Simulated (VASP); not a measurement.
A run of VASP 6.6.1:

Contents of INCAR:

```
PREC     = Accurate       # precision mode
ENCUT    = 520            # plane-wave cutoff, eV
EDIFF    = 1E-6           # SCF threshold, eV
ISMEAR   = 0              # smearing method
SIGMA    = 0.1            # smearing width, eV
LREAL    = False          # projectors in reciprocal space
LASPH    = True           # aspherical terms in the spheres
NELM     = 100            # most SCF steps
ALGO     = Normal         # electronic algorithm
ISIF     = 2              # what is computed and relaxed
LWAVE    = False          # write WAVECAR
LCHARG   = True           # write CHGCAR
GGA      = PE             # functional
LELF     = True           # ELF
LVHAR    = True         
NBANDS   = 47             # bands
```

KPOINTS

```
regular mesh
0
Gamma
  4 4 2
```

The input POSCAR:

```
SnBi2O5
1.0
   -0.0838207534      2.8699122263      4.6726433064
    0.0244645295      2.7142762555     -4.5656843793
   -8.9702290336      0.0924891237      0.1124167377
Sn Bi O
1 2 5
Direct
    0.3563275641      0.6439847318      0.0000565004
    0.7174749287      0.3110520655      0.7893383342
    0.6888436201      0.3034806843      0.2109936836
    0.4742059792      0.8781451798      0.8104214861
    0.1072597515      0.5611290417      0.1833681270
    0.0648940701      0.3280357362      0.8768006019
    0.6640298399      0.9297022907      0.1289412572
    0.5670585063      0.4043760102      0.0000800097
```

Potentials or basis: VASP PAW PBE potentials, release 64 (Sn_d, Bi_d, O).

The run is started by

```console
$ cat potpaw_PBE.64/Sn_d/POTCAR potpaw_PBE.64/Bi_d/POTCAR potpaw_PBE.64/O/POTCAR > POTCAR
$ mpirun -np 1 vasp_std > vasp.out
```

Hardware: 1 thread of Intel(R) Xeon(R) 6975P-C (Granite Rapids), with other jobs on the host.

Question: How long does it take, and how much memory?

Answer: Run time: 2.2 min on 1 thread of Intel(R) Xeon(R) 6975P-C (Granite Rapids), with other jobs on the host, peak memory 0.44 GiB. Counts: scf iterations 16, k points 20.
